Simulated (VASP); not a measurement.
# GaN (P6_3mc) in VASP: notebook

Runs on GaN. Level: PBE. Tasks: single point.

All numbers are computed with VASP 6.6.1; they aren't measurements. Logs are shortened: lines on timing, memory, paths and dates and some standing lists are left out, and cuts for length are marked.

## Step 1: The cell of the first run

Symmetry: P6_3mc, No. 186, hexagonal system. The conventional cell has a = 2.910 Å, b = 2.910 Å, c = 4.744 Å, α = 90.00°, β = 90.00°, γ = 120.00°. Within 2.3 Å of Ga (site symmetry 3m) lie 4 N at 1.70 to 2.11 Å. N (site symmetry 3m) has 4 Ga at 1.70 to 2.11 Å within 2.3 Å.

## Step 2: Single point, PBE (B replaced by Ga, lengths x 1.147, strained)

INCAR reads:

```
  ALGO = Normal
  EDIFF = 1E-7
  ENCUT = 520
  GGA = PE
  ISIF = 2
  ISMEAR = 0
  LASPH = True
  LCHARG = False
  LREAL = False
  LWAVE = False
  NBANDS = 26
  NELM = 60
  PREC = Accurate
  SIGMA = 0.1
```

KPOINTS reads:

```
k-points
0
Gamma
  9 9 4
```

POSCAR reads:

```
GaN
1.0
    2.9101925253      0.0000000000      0.0000000000
   -1.4550962627      2.5203006568      0.0000000000
    0.0000000000      0.0000000000      4.7437362636
Ga N
2 2
Direct
    0.6666666700      0.3333333300      1.0352113777
    0.3333333300      0.6666666700      0.5352113777
    0.6666666700      0.3333333300      0.5897886223
    0.3333333300      0.6666666700      0.0897886223
```

Potentials or basis: VASP PAW PBE potentials, release 64 (Ga_d, N).

Run with:

```sh
$ cat potpaw_PBE.64/Ga_d/POTCAR potpaw_PBE.64/N/POTCAR > POTCAR
$ mpirun -np 1 vasp_std > vasp.out
```

OUTCAR:

```text
EDIFF = 1E-7
   ENCUT = 520
   GGA = PE
   ISIF = 2
   ISMEAR = 0
   LASPH = True
   LREAL = False
   NELM = 60
   PREC = Accurate

 ion  position               nearest neighbor table
   1  0.667  0.333  0.035-   4 1.70   4 1.70   4 1.70   3 2.11   2 2.91   2 2.91   2 2.91   2 2.91
                             2 2.91   2 2.91
   2  0.333  0.667  0.535-   3 1.70   3 1.70   3 1.70   4 2.11   1 2.91   1 2.91   1 2.91   1 2.91
                             1 2.91   1 2.91
   3  0.667  0.333  0.590-   2 1.70   2 1.70   2 1.70   1 2.11
   4  0.333  0.667  0.090-   1 1.70   1 1.70   1 1.70   2 2.11

  LATTYP: Found a hexagonal cell.
 ALAT       =     2.9101925253
 C/A-ratio  =     1.6300420753

  Lattice vectors:

 A1 = (   2.9101925253,   0.0000000000,   0.0000000000)
 A2 = (  -1.4550962627,   2.5203006568,   0.0000000000)
 A3 = (   0.0000000000,   0.0000000000,   4.7437362636)

Analysis of symmetry for initial positions (statically):
=====================================================================
 Subroutine PRICEL returns:
 Original cell was already a primitive cell.

 Routine SETGRP: Setting up the symmetry group for a
 hexagonal supercell.

 Subroutine GETGRP returns: Found 12 space group operations
 (whereof  6 operations were pure point group operations)
 out of a pool of 24 trial point group operations.

The static configuration has the point symmetry C_3v.
 The point group associated with its full space group is C_6v.

Analysis of symmetry for dynamics (positions and initial velocities):
=====================================================================
 Subroutine PRICEL returns:
 Original cell was already a primitive cell.

 Routine SETGRP: Setting up the symmetry group for a
 hexagonal supercell.

 Subroutine GETGRP returns: Found 12 space group operations
 (whereof  6 operations were pure point group operations)
 out of a pool of 24 trial point group operations.

The dynamic configuration has the point symmetry C_3v.
 The point group associated with its full space group is C_6v.

 Subroutine INISYM returns: Found 12 space group operations
 (whereof  6 operations are pure point group operations),
 and found     1 'primitive' translations

----------------------------------------------------------------------------------------

                                     Primitive cell
[... 93 lines left out ...]
   ENCUT  =  520.0 eV  38.22 Ry    6.18 a.u.   5.41  5.41  8.82*2*pi/ulx,y,z
   NELM   =     60;   NELMIN=  2; NELMDL= -5     # of ELM steps
   EDIFF  = 0.1E-06   stopping-criterion for ELM
   LREAL  =      F    real-space projection
   EDIFFG = 0.1E-05   stopping-criterion for IOM
   NSW    =      0    number of steps for IOM
   IBRION =     -1    ionic relax: 0-MD 1-quasi-New 2-CG
   NFREE  =      0    steps in history (QN), initial steepest desc. (CG)
   ISIF   =      2    stress and relaxation
   ISYM   =      2    0-nonsym 1-usesym 2-fastsym
   POTIM  = 0.5000    time-step for ionic-motion
   TEBEG  =    0.0;   TEEND  =   0.0 temperature during run
   PSTRESS=    0.0 pullay stress
   NELECT =      36.0000    total number of electrons
   NUPDOWN=      -1.0000    fix difference up-down
   EMIN   =  10.00;   EMAX   =-10.00  energy-range for DOS
   EFERMI =   0.00;   METHOD = LEGACY
   ISMEAR =     0;   SIGMA  =   0.10  broadening in eV -4-tet -1-fermi 0-gaus
   EFERMI_NEDOS =   21; number of points for ismear=-14 and -15
   IALGO  =     38    algorithm
   IMIX   =      4    mixing-type and parameters
     AMIX     =   0.40;   BMIX     =  1.00
     AMIX_MAG =   1.60;   BMIX_MAG =  1.00
  volume/ion in A,a.u.               =       8.70        58.70
  Fermi-wavevector in a.u.,A,eV,Ry     =   1.655811  3.129029 37.303236  2.741710
  Thomas-Fermi vector in A             =   2.743843
   LORBIT       =      0    0 simple, 1 ext, 2 COOP (PROOUT), +10 PAW based schemes
   GGA     = PE    functional components
   LHFCALC =     F    Hartree Fock is set to
   AEXX    =    0.0000 exact exchange contribution
   IVDW    =     0    specifies the selected vdW correction
   LEPSILON=     F    determine dielectric tensor
   LRPA    =     F    only Hartree local field effects (RPA)
 non-spin polarized calculation
 Gauss-broadening in eV      SIGMA  =   0.10
  energy-cutoff  :      520.00
  volume of cell :       34.79
 maximum number of plane-waves:       966
 NGX is ok and might be reduce to    24
   NGX = 11   NGY = 11   NGZ = 17

 number of electron      35.9999998 magnetization

 Free energy of the ion-electron system (eV)
  ---------------------------------------------------
  ext. energy  EPLUGINS =         0.00000000
  ---------------------------------------------------
  free energy    TOTEN  =       -20.01682443 eV

  energy without entropy =      -20.01682443  energy(sigma->0) =      -20.01682443

 E-fermi :   9.1108     XC(G=0): -13.1913

 val. band max:        8.6599432603   @ k =   0.0000   0.0000   0.0000
 cond. band min:      12.7270264244   @ k =   0.0000   0.0000   0.0000
 fundamental gap:      4.0670831641
 Fermi energy:         9.1107612128

 k-point     1 :       0.0000    0.0000    0.0000
  band No.  band energies     occupation
      1     -10.1455      2.00000
      2      -8.5977      2.00000
      3      -5.5022      2.00000
      4      -5.5022      2.00000
      5      -5.4664      2.00000
      6      -5.4664      2.00000
[... 685 lines left out ...]
     25      23.3165      0.00000
     26      25.9748      0.00000

 [... further k-points ...]

------------------------ aborting loop because EDIFF is reached ----------------------------------------

  FORCE on cell =-STRESS in cart. coord.  units (eV):
  Direction    XX          YY          ZZ          XY          YZ          ZX
  --------------------------------------------------------------------------------------
  -------------------------------------------------------------------------------------
  Total       31.6585353     31.6585353     10.4250627     -0.0000000      0.0000000      0.0000000
  in kB     1457.8296926   1457.8296926    480.0590372     -0.0000000      0.0000000      0.0000000
  external PRESSURE =    1131.9061408 kB  Pullay stress =       0.0000000 kB

 VOLUME and BASIS-vectors are now :
 -----------------------------------------------------------------------------
  energy-cutoff  :      520.00
  volume of cell :       34.79
      direct lattice vectors                 reciprocal lattice vectors
     2.910192525  0.000000000  0.000000000     0.343619878  0.198389029  0.000000000
    -1.455096263  2.520300657  0.000000000     0.000000000  0.396778058  0.000000000
     0.000000000  0.000000000  4.743736264     0.000000000  0.000000000  0.210804299

 POSITION                                       TOTAL-FORCE (eV/Angst)
 -----------------------------------------------------------------------------------
      1.45510      0.84010      0.16703        -0.000000      0.000000     -2.555025
     -0.00000      1.68020      2.53890         0.000000     -0.000000     -2.555025
      1.45510      0.84010      2.79780        -0.000000      0.000000      2.555025
     -0.00000      1.68020      0.42593         0.000000     -0.000000      2.555025
 -----------------------------------------------------------------------------------
    total drift:                                0.000001     -0.000002     -0.000914

  FREE ENERGIE OF THE ION-ELECTRON SYSTEM (eV)
  ---------------------------------------------------
  free  energy   TOTEN  =       -20.0168244285 eV

  energy  without entropy=      -20.0168244285  energy(sigma->0) =      -20.01682443
```

It took 68 s on 1 thread of Intel Xeon 8259CL, shared host; peak memory 0.17 GiB.

What came out:

```
Free energy            : -20.0168 eV
Pressure               : 113.2 GPa
Largest force          : 2.555 eV/Å
Band gap on the k mesh : 4.07 eV, direct
```

Forces on the atoms (eV/Å):
```
Ga   0.000  0.000 -2.555
Ga   0.000  0.000 -2.555
N    0.000  0.000  2.555
N    0.000  0.000  2.555
```

Caveat: the cell differs from its parent crystal (B replaced by Ga, lengths x 1.147, strained); forces of over 1 eV/Å act on the atoms, so gaps and moduli don't describe the material at rest.

## Step 3: Single point, PBE (B replaced by Ga, lengths x 1.147, strained)

INCAR reads:

```
PREC     = Accurate       # precision mode
ENCUT    = 520            # plane-wave cutoff, eV
EDIFF    = 1E-6           # SCF threshold, eV
ISMEAR   = 0              # smearing method
SIGMA    = 0.02           # smearing width, eV
LREAL    = False          # projectors in reciprocal space
LASPH    = True           # aspherical terms in the spheres
NELM     = 80             # most SCF steps
ALGO     = Normal         # electronic algorithm
ISIF     = 2              # what is computed and relaxed
LWAVE    = False          # write WAVECAR
LCHARG   = False          # write CHGCAR
GGA      = PE             # functional
NBANDS   = 26             # bands
```

KPOINTS reads:

```
regular mesh
0
Gamma
  9 9 6
```

POSCAR is that of step 2.

Potentials or basis: VASP PAW PBE potentials, release 64 (Ga_d, N).

Run with:

```sh
$ cat potpaw_PBE.64/Ga_d/POTCAR potpaw_PBE.64/N/POTCAR > POTCAR
$ mpirun -np 1 vasp_std > vasp.out
```

OUTCAR:

```text
PREC = Accurate
   ENCUT = 520
   EDIFF = 1E-6
   ISMEAR = 0
   LREAL = False
   LASPH = True
   NELM = 80
   ISIF = 2
   GGA = PE

 ion  position               nearest neighbor table
   1  0.667  0.333  0.035-   4 1.70   4 1.70   4 1.70   3 2.11   2 2.91   2 2.91   2 2.91   2 2.91
                             2 2.91   2 2.91
   2  0.333  0.667  0.535-   3 1.70   3 1.70   3 1.70   4 2.11   1 2.91   1 2.91   1 2.91   1 2.91
                             1 2.91   1 2.91
   3  0.667  0.333  0.590-   2 1.70   2 1.70   2 1.70   1 2.11
[... 902 lines left out ...]
  --------------------------------------------------------------------------------------
  -------------------------------------------------------------------------------------
  Total       31.6574571     31.6574571     10.4280396     -0.0000000      0.0000000      0.0000000
  in kB     1457.7800435   1457.7800435    480.1961194     -0.0000000      0.0000000      0.0000000
  external PRESSURE =    1131.9187355 kB  Pullay stress =       0.0000000 kB

 VOLUME and BASIS-vectors are now :
 -----------------------------------------------------------------------------
  energy-cutoff  :      520.00
  volume of cell :       34.79
      direct lattice vectors                 reciprocal lattice vectors
     2.910192525  0.000000000  0.000000000     0.343619878  0.198389029  0.000000000
    -1.455096263  2.520300657  0.000000000     0.000000000  0.396778058  0.000000000
     0.000000000  0.000000000  4.743736264     0.000000000  0.000000000  0.210804299

 POSITION                                       TOTAL-FORCE (eV/Angst)
 -----------------------------------------------------------------------------------
      1.45510      0.84010      0.16703        -0.000000     -0.000000     -2.555746
     -0.00000      1.68020      2.53890         0.000000      0.000000     -2.555746
      1.45510      0.84010      2.79780        -0.000000      0.000000      2.555746
     -0.00000      1.68020      0.42593         0.000000     -0.000000      2.555746
 -----------------------------------------------------------------------------------
    total drift:                                0.000001     -0.000002     -0.000904

  FREE ENERGIE OF THE ION-ELECTRON SYSTEM (eV)
  ---------------------------------------------------
  free  energy   TOTEN  =       -20.0165140289 eV

  energy  without entropy=      -20.0165140289  energy(sigma->0) =      -20.01651403
```

Wall time 84 s (1 thread of Intel Xeon 8259CL, shared host); peak memory 0.18 GiB.

Results:

| Item | Value |
| --- | --- |
| Free energy | -20.0165 eV |
| Pressure | 113.2 GPa |
| Largest force | 2.556 eV/Å |
| Band gap on the k mesh | 4.07 eV, direct |

Forces in eV/Å, atoms in the order of the input:
```
Ga   0.000  0.000 -2.556
Ga   0.000  0.000 -2.556
N    0.000  0.000  2.556
N    0.000  0.000  2.556
```

Levels at points of the mesh, in eV from the valence-band top:
```
           k point  band 16  band 17  band 18  band 19  band 20  band 21
(0.00, 0.00, 0.00)    -0.05     0.00     0.00     4.07     6.05    11.15
(0.00, 0.00, 0.50)    -0.51    -0.51    -0.51     6.34     6.34     9.82
```

Caveat: the cell differs from its parent crystal (B replaced by Ga, lengths x 1.147, strained); forces of over 1 eV/Å act on the atoms, so gaps and moduli don't describe the material at rest.
